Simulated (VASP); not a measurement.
# GaP (F-43m) in VASP: notebook

Aim: see how the results for GaP move with the level of theory and the settings. Levels: PBE, LDA. Tasks: single point.

Program: VASP 6.6.1. These are calculated values, not measurements. Logs are shortened: lines on timing, memory, paths and dates and some standing lists are left out, and cuts for length are marked.

**Experimental background.**

“Stacking defects in GaP nanowires: Electronic structure and optical properties”, 2018, arxiv:1810.01194 quotes, for a bulk crystal of GaP at 10 K: band gap 2.34 eV (indirect).

The results are compared with them further down.

### Step 1. The cell of the first run

It takes space group F-43m (No. 216, cubic). Conventional cell: a = 5.451 Å, b = 5.451 Å, c = 5.451 Å, α = 90.00°, β = 90.00°, γ = 90.00°. Within 3.1 Å of Ga (site symmetry -43m) lie 4 P at 2.36 Å. P (site symmetry -43m) has 4 Ga at 2.36 Å within 3.1 Å.

### Step 2. Single point, PBE, non-collinear spin, zero start, spin-orbit coupling

Input file INCAR:

```
SYSTEM = GaP
ALGO = Normal ; EDIFF = 1E-6
ENCUT = 520 ; GGA = PE
GGA_COMPAT = .FALSE. ; ISIF = 2
ISMEAR = -1 ; LASPH = .TRUE.
LCHARG = .FALSE. ; LORBIT = 11
LORBMOM = .TRUE. ; LREAL = .FALSE.
LSORBIT = .TRUE. ; LWAVE = .FALSE.
MAGMOM = 0 0 0 0 0 0 ; NBANDS = 30
NELM = 150 ; PREC = Accurate
SIGMA = 0.05
```

Input file KPOINTS:

```
k-points
0
G
  6 6 6
  0 0 0
```

Input file POSCAR:

```
GaP
1.0
    0.0000000000      2.7252500000      2.7252500000
    2.7252500000      0.0000000000      2.7252500000
    2.7252500000      2.7252500000      0.0000000000
Ga P
1 1
Direct
    0.0000000000      0.0000000000      0.0000000000
    0.7500000000      0.7500000000      0.7500000000
```

Potentials or basis: VASP PAW PBE potentials, release 64 (Ga_d, P).

The run is started by

```
$ cat potpaw_PBE.64/Ga_d/POTCAR potpaw_PBE.64/P/POTCAR > POTCAR
$ mpirun -np 1 vasp_ncl > vasp.out
```

OUTCAR:

```text
SYSTEM = GaP
   EDIFF = 1E-6
   ENCUT = 520
   GGA = PE
   ISIF = 2
   ISMEAR = -1
   LASPH = .TRUE.
   LORBIT = 11
   LREAL = .FALSE.
   LSORBIT = .TRUE.
   NELM = 150
   PREC = Accurate

 ion  position               nearest neighbor table
   1  0.000  0.000  0.000-   2 2.36   2 2.36   2 2.36   2 2.36
   2  0.750  0.750  0.750-   1 2.36   1 2.36   1 2.36   1 2.36

  LATTYP: Found a face centered cubic cell.
 ALAT       =     5.4505000000

  Lattice vectors:

 A1 = (   0.0000000000,   2.7252500000,   2.7252500000)
 A2 = (   2.7252500000,   0.0000000000,   2.7252500000)
 A3 = (   2.7252500000,   2.7252500000,   0.0000000000)

Analysis of symmetry for initial positions (statically):
[... 5 lines left out ...]
 face centered cubic supercell.

 Subroutine GETGRP returns: Found 24 space group operations
 (whereof 24 operations were pure point group operations)
 out of a pool of 48 trial point group operations.

The static configuration has the point symmetry T_d .

Analysis of symmetry for dynamics (positions and initial velocities):
[... 5 lines left out ...]
 face centered cubic supercell.

 Subroutine GETGRP returns: Found 24 space group operations
 (whereof 24 operations were pure point group operations)
 out of a pool of 48 trial point group operations.

The dynamic configuration has the point symmetry T_d .

Analysis of structural, dynamic, and magnetic symmetry:
=====================================================================
 Subroutine PRICEL returns:
 Original cell was already a primitive cell.

 Routine SETGRP: Setting up the symmetry group for a
 face centered cubic supercell.

 Subroutine GETGRP returns: Found 24 space group operations
 (whereof 24 operations were pure point group operations)
 out of a pool of 48 trial point group operations.

The overall configuration has the point symmetry T_d .

 Subroutine INISYM returns: Found 24 space group operations
 (whereof 24 operations are pure point group operations),
 and found     1 'primitive' translations

----------------------------------------------------------------------------------------

                                     Primitive cell

  volume of cell :      40.4808

  direct lattice vectors                    reciprocal lattice vectors
     0.000000000  2.725250000  2.725250000    -0.183469406  0.183469406  0.183469406
     2.725250000  0.000000000  2.725250000     0.183469406 -0.183469406  0.183469406
     2.725250000  2.725250000  0.000000000     0.183469406  0.183469406 -0.183469406

  length of vectors
     3.854085511  3.854085511  3.854085511     0.317778334  0.317778334  0.317778334

  position of ions in fractional coordinates (direct lattice)
     0.000000000  0.000000000  0.000000000
     0.750000000  0.750000000  0.750000000

  ion indices of the primitive-cell ions
   primitive index   ion index
                 1           1
                 2           2

----------------------------------------------------------------------------------------

 KPOINTS: k-points

Automatic generation of k-mesh.
 Grid dimensions read from file:
 generate k-points for:    6    6    6

 Generating k-lattice:

  Cartesian coordinates                     Fractional coordinates (reciprocal lattice)
    -0.030578234  0.030578234  0.030578234     0.166666667  0.000000000  0.000000000
     0.030578234 -0.030578234  0.030578234     0.000000000  0.166666667  0.000000000
     0.030578234  0.030578234 -0.030578234     0.000000000  0.000000000  0.166666667

  Length of vectors
     0.052963056  0.052963056  0.052963056

  Shift w.r.t. Gamma in fractional coordinates (k-lattice)
     0.000000000  0.000000000  0.000000000

 Subroutine IBZKPT returns following result:
 ===========================================

 Found     22 irreducible k-points:

 Following reciprocal coordinates:
[... 76 lines left out ...]
   NGX = 15   NGY = 15   NGZ = 15

 number of electron      17.9999988 magnetization       0.0000000      0.0000000      0.0000000

 number of electron      17.9999989 magnetization       0.0000000      0.0000000     -0.0000000

 number of electron      17.9999989 magnetization      -0.0000000     -0.0000000      0.0000000

 Free energy of the ion-electron system (eV)
  ---------------------------------------------------
  ext. energy  EPLUGINS =         0.00000000
  ---------------------------------------------------
  free energy    TOTEN  =        -9.10861504 eV

  energy without entropy =       -9.10861504  energy(sigma->0) =       -9.10861504

 E-fermi :   5.4705     XC(G=0):  -9.8300

 val. band max:        4.6857534585   @ k =   0.0000   0.0000   0.0000
 cond. band min:       6.3095512692   @ k =   0.5000   0.5000   0.0000
 fundamental gap:      1.6237978107
 Fermi energy:         5.4704728461

 k-point     1 :       0.0000    0.0000    0.0000
  band No.  band energies     occupation
      1     -10.1362      1.00000
      2     -10.1362      1.00000
      3     -10.1362      1.00000
      4     -10.1362      1.00000
      5      -9.7184      1.00000
      6      -9.7184      1.00000
[... 715 lines left out ...]
     29      16.5355      0.00000
     30      16.5947      0.00000

------------------------ aborting loop because EDIFF is reached ----------------------------------------

  FORCE on cell =-STRESS in cart. coord.  units (eV):
  Direction    XX          YY          ZZ          XY          YZ          ZX
  --------------------------------------------------------------------------------------
  -------------------------------------------------------------------------------------
  Total        0.6052861      0.6052861      0.6052861     -0.0000000      0.0000000      0.0000000
  in kB       23.9564365     23.9564365     23.9564365     -0.0000000      0.0000000      0.0000000
  external PRESSURE =      23.9564365 kB  Pullay stress =       0.0000000 kB

 VOLUME and BASIS-vectors are now :
 -----------------------------------------------------------------------------
  energy-cutoff  :      520.00
  volume of cell :       40.48
      direct lattice vectors                 reciprocal lattice vectors
     0.000000000  2.725250000  2.725250000    -0.183469406  0.183469406  0.183469406
     2.725250000  0.000000000  2.725250000     0.183469406 -0.183469406  0.183469406
     2.725250000  2.725250000  0.000000000     0.183469406  0.183469406 -0.183469406

 POSITION                                       TOTAL-FORCE (eV/Angst)
 -----------------------------------------------------------------------------------
      0.00000      0.00000      0.00000         0.000000     -0.000000      0.000000
      4.08788      4.08788      4.08788        -0.000000      0.000000     -0.000000
 -----------------------------------------------------------------------------------
    total drift:                               -0.000000     -0.000000     -0.000000

  FREE ENERGIE OF THE ION-ELECTRON SYSTEM (eV)
  ---------------------------------------------------
  free  energy   TOTEN  =        -9.1086150413 eV

  energy  without entropy=       -9.1086150358  energy(sigma->0) =       -9.10861504

 orbital moment (x)

 # of ion     p       d       tot
 ----------------------------------------
  1        -0.000   0.000  -0.000
  2        -0.000   0.000  -0.000
 ----------------------------------------
           -0.000   0.000  -0.000

 orbital moment (y)

 # of ion     p       d       tot
 ----------------------------------------
  1         0.000  -0.000  -0.000
  2         0.000   0.000   0.000
 ----------------------------------------
            0.000  -0.000   0.000

 orbital moment (z)

 # of ion     p       d       tot
 ----------------------------------------
  1        -0.000  -0.000  -0.000
  2         0.000   0.000   0.000
 ----------------------------------------
           -0.000  -0.000  -0.000

 Spin-Orbit-Coupling matrix elements

 Ion:    1  E_soc:     -0.0117239
 l=   1
     0.0000000    -0.0011011    -0.0011011
    -0.0011011     0.0000000    -0.0011011
    -0.0011011    -0.0011011     0.0000000
 l=   2
     0.0000000    -0.0001739     0.0000000    -0.0001739    -0.0006789
    -0.0001739     0.0000000    -0.0005092    -0.0001739    -0.0001697
     0.0000000    -0.0005092     0.0000000    -0.0005092     0.0000000
    -0.0001739    -0.0001739    -0.0005092     0.0000000    -0.0001697
    -0.0006789    -0.0001697     0.0000000    -0.0001697     0.0000000
 l=   3
     0.0000000     0.0000000     0.0000000     0.0000000     0.0000000     0.0000000     0.0000000
     0.0000000     0.0000000     0.0000000     0.0000000     0.0000000     0.0000000     0.0000000
     0.0000000     0.0000000     0.0000000     0.0000000     0.0000000     0.0000000     0.0000000
     0.0000000     0.0000000     0.0000000     0.0000000     0.0000000     0.0000000     0.0000000
     0.0000000     0.0000000     0.0000000     0.0000000     0.0000000     0.0000000     0.0000000
     0.0000000     0.0000000     0.0000000     0.0000000     0.0000000     0.0000000     0.0000000
     0.0000000     0.0000000     0.0000000     0.0000000     0.0000000     0.0000000     0.0000000

 Ion:    2  E_soc:     -0.0008823
 l=   1
     0.0000000    -0.0001471    -0.0001471
    -0.0001471     0.0000000    -0.0001471
    -0.0001471    -0.0001471     0.0000000
 l=   2
     0.0000000     0.0000000     0.0000000     0.0000000     0.0000000
     0.0000000     0.0000000     0.0000000     0.0000000     0.0000000
     0.0000000     0.0000000     0.0000000     0.0000000     0.0000000
     0.0000000     0.0000000     0.0000000     0.0000000     0.0000000
     0.0000000     0.0000000     0.0000000     0.0000000     0.0000000
 l=   3
     0.0000000     0.0000000     0.0000000     0.0000000     0.0000000     0.0000000     0.0000000
     0.0000000     0.0000000     0.0000000     0.0000000     0.0000000     0.0000000     0.0000000
     0.0000000     0.0000000     0.0000000     0.0000000     0.0000000     0.0000000     0.0000000
     0.0000000     0.0000000     0.0000000     0.0000000     0.0000000     0.0000000     0.0000000
     0.0000000     0.0000000     0.0000000     0.0000000     0.0000000     0.0000000     0.0000000
     0.0000000     0.0000000     0.0000000     0.0000000     0.0000000     0.0000000     0.0000000
     0.0000000     0.0000000     0.0000000     0.0000000     0.0000000     0.0000000     0.0000000

 total charge

# of ion       s       p       d       tot
------------------------------------------
    1        0.859   0.850  10.013  11.722
    2        1.019   1.528   0.000   2.547
--------------------------------------------------
tot          1.878   2.379  10.013  14.269

 magnetization (x)

# of ion       s       p       d       tot
------------------------------------------
    1        0.000  -0.000  -0.000  -0.000
    2        0.000   0.000   0.000   0.000
--------------------------------------------------
tot          0.000  -0.000  -0.000  -0.000

 magnetization (y)

# of ion       s       p       d       tot
------------------------------------------
    1        0.000  -0.000   0.000  -0.000
    2        0.000   0.000   0.000   0.000
--------------------------------------------------
tot          0.000   0.000   0.000   0.000

 magnetization (z)

# of ion       s       p       d       tot
------------------------------------------
    1        0.000  -0.000   0.000  -0.000
    2        0.000   0.000   0.000   0.000
--------------------------------------------------
tot          0.000   0.000   0.000   0.000
```

Run time: 37 s. Hardware: 1 thread of Intel Xeon 6975P-C (Granite Rapids), shared host; peak memory 0.28 GiB.

Results:

```yaml
Free_energy: -9.1086 eV
Pressure: 2.4 GPa
Net_moment: 0.00 μB per cell
Valence_electrons_inside_the_program's_atomic_spheres: Ga 11.72; P 2.55
```

Moments on the atoms (μB; x, y, z):
```
Ga  0.00 0.00 0.00
P   0.00 0.00 0.00
```

### Step 3. Single point, LDA

Input file INCAR:

```
PREC = Accurate ; ENCUT = 520
EDIFF = 1E-6 ; ISMEAR = -1
SIGMA = 0.05 ; LREAL = F
LASPH = T ; NELM = 80
ALGO = Normal ; ISIF = 2
LWAVE = F ; LCHARG = F
GGA = CA ; NBANDS = 16
```

Input file KPOINTS:

```
regular mesh
0
Gamma
  8 8 8
```

POSCAR is that of step 2.

Potentials or basis: VASP PAW LDA potentials, release 64 (Ga_d, P).

The run is started by

```
$ cat potpaw_LDA.64/Ga_d/POTCAR potpaw_LDA.64/P/POTCAR > POTCAR
$ mpirun -np 1 vasp_std > vasp.out
```

OUTCAR:

```text
PREC = Accurate
   ENCUT = 520
   EDIFF = 1E-6
   ISMEAR = -1
   LREAL = F
   LASPH = T
   NELM = 80
   ISIF = 2
   GGA = CA

 ion  position               nearest neighbor table
   1  0.000  0.000  0.000-   2 2.36   2 2.36   2 2.36   2 2.36
   2  0.750  0.750  0.750-   1 2.36   1 2.36   1 2.36   1 2.36

  LATTYP: Found a face centered cubic cell.
 ALAT       =     5.4505000000

  Lattice vectors:

[... 189 lines left out ...]
      3     -10.1999      2.00000
      4     -10.1019      2.00000
      5     -10.1019      2.00000
      6      -8.0045      2.00000
[... 433 lines left out ...]
      3     -10.1576      2.00000
      4     -10.1071      2.00000
      5     -10.0947      2.00000
      6      -5.5081      2.00000
[... 8 lines left out ...]
     15      16.3844      0.00000
     16      16.8976      0.00000

 [... further k-points ...]
[... 5 lines left out ...]
  --------------------------------------------------------------------------------------
  -------------------------------------------------------------------------------------
  Total       -0.6764527     -0.6764527     -0.6764527     -0.0000000     -0.0000000     -0.0000000
  in kB      -26.7731179    -26.7731179    -26.7731179     -0.0000000     -0.0000000     -0.0000000
  external PRESSURE =     -26.7731179 kB  Pullay stress =       0.0000000 kB

 VOLUME and BASIS-vectors are now :
 -----------------------------------------------------------------------------
  energy-cutoff  :      520.00
  volume of cell :       40.48
      direct lattice vectors                 reciprocal lattice vectors
     0.000000000  2.725250000  2.725250000    -0.183469406  0.183469406  0.183469406
     2.725250000  0.000000000  2.725250000     0.183469406 -0.183469406  0.183469406
     2.725250000  2.725250000  0.000000000     0.183469406  0.183469406 -0.183469406

 POSITION                                       TOTAL-FORCE (eV/Angst)
 -----------------------------------------------------------------------------------
      0.00000      0.00000      0.00000         0.000000      0.000000      0.000000
      4.08788      4.08788      4.08788        -0.000000     -0.000000     -0.000000
 -----------------------------------------------------------------------------------
    total drift:                               -0.000000     -0.000000     -0.000000

  FREE ENERGIE OF THE ION-ELECTRON SYSTEM (eV)
  ---------------------------------------------------
  free  energy   TOTEN  =       -10.4402425578 eV

  energy  without entropy=      -10.4402425449  energy(sigma->0) =      -10.44024255
```

stdout:

```text
POSCAR found type information on POSCAR GaP
 POSCAR found :  2 types and       2 ions
 scaLAPACK will be used
 LDA part: xc-table for (Slater(with rela. corr.)+CA(PZ))
 , standard interpolation
 POSCAR, INCAR and KPOINTS ok, starting setup
 FFT: planning ... GRIDC
 FFT: planning ... GRID_SOFT
 FFT: planning ... GRID
 WAVECAR not read
 entering main loop
```

Run time: 17 s. Hardware: 1 thread of AMD EPYC 7R43 (Zen 3), shared host; peak memory 0.12 GiB.

What came out:

```
Free energy            : -10.4402 eV
Pressure               : -2.7 GPa
Band gap on the k mesh : 1.49 eV, indirect (least direct gap 1.64 eV)
```

Levels at points of the mesh, in eV from the valence-band top:
| k point | band 5 | band 6 | band 7 | band 8 | band 9 | band 10 | band 11 | band 12 | band 13 | band 14 |
| --- | --- | --- | --- | --- | --- | --- | --- | --- | --- | --- |
| (0.00, 0.00, 0.00) | -14.61 | -12.51 | 0.00 | 0.00 | 0.00 | 1.64 | 3.79 | 3.79 | 3.79 | 8.49 |
| (0.50, 0.00, 0.00) | -14.60 | -10.43 | -6.71 | -1.13 | -1.13 | 1.52 | 4.63 | 4.63 | 8.05 | 10.64 |
| (0.50, 0.50, 0.00) | -14.59 | -9.51 | -6.84 | -2.71 | -2.71 | 1.50 | 1.68 | 10.45 | 10.45 | 10.96 |

### Step 4. Against experiment

Step 3. A measured gap of GaP is 2.34 eV (indirect; 10 K; quoted in “Stacking defects in GaP nanowires: Electronic structure and optical properties”, 2018, arxiv:1810.01194); the calculated 1.49 eV misses it by -0.85 eV. Spin-orbit coupling on Ga is left out. The value is that of LDA on a finite k mesh, which can miss the band edges, without temperature or zero-point motion. Semilocal functionals fall short of measured gaps as a rule.
